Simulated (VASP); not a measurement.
Wanted: the native input for a VASP 6.6.1 run.

```yaml
Task: relaxation of shape and atoms at fixed volume
Functional: PBE
Potentials_or_basis: VASP PAW PBE potentials, release 64 (Ga_d, N)
Cutoff: 600 eV
k_mesh: 12 × 12 × 6
Occupations: gaussian, width 0.02 eV
Spin: no spin polarisation
Dipole_correction: no
Further_INCAR_settings: ALGO = Normal; EDIFF = 1e-07; IBRION = 2; EDIFFG = -0.01; NSW = 50; ISIF = 4
```

The structure of GaN lies in POSCAR:

```
GaN
1.0
    3.1187177961      0.0000000000      0.0000000000
   -1.5593588980      2.7008888387      0.0000000000
    0.0000000000      0.0000000000      5.0811201980
Ga N
2 2
Direct
    0.3333333333      0.6666666667     -0.0008303343
    0.6666666667      0.3333333333      0.4991696657
    0.3333333333      0.6666666667      0.3758303343
    0.6666666667      0.3333333333      0.8758303343
```

The input as run:

INCAR

```
SYSTEM = GaN
PREC = Accurate ; ENCUT = 600
EDIFF = 1E-7 ; ISMEAR = 0
SIGMA = 0.02 ; LREAL = .FALSE.
LASPH = .TRUE. ; NELM = 80
ALGO = Normal ; ISIF = 4
LWAVE = .FALSE. ; LCHARG = .FALSE.
GGA = PE ; IBRION = 2
NSW = 50 ; EDIFFG = -0.01
```

KPOINTS

```
regular mesh
0
G
  12 12 6
  0 0 0
```

Potentials or basis: VASP PAW PBE potentials, release 64 (Ga_d, N).

The run is started by

```sh
$ cat potpaw_PBE.64/Ga_d/POTCAR potpaw_PBE.64/N/POTCAR > POTCAR
$ mpirun -np 1 vasp_std > vasp.out
```

It gave:

```json
{
  "Energy gained by relaxing": "0.0 meV/atom",
  "Ionic steps": "3",
  "Pressure after relaxing": "19.8 GPa",
  "Band gap on the k mesh": "2.35 eV"
}
```

Wall time 4 min on 1 thread of Intel Xeon 8259CL, with other jobs on the host, peak memory 0.23 GiB.
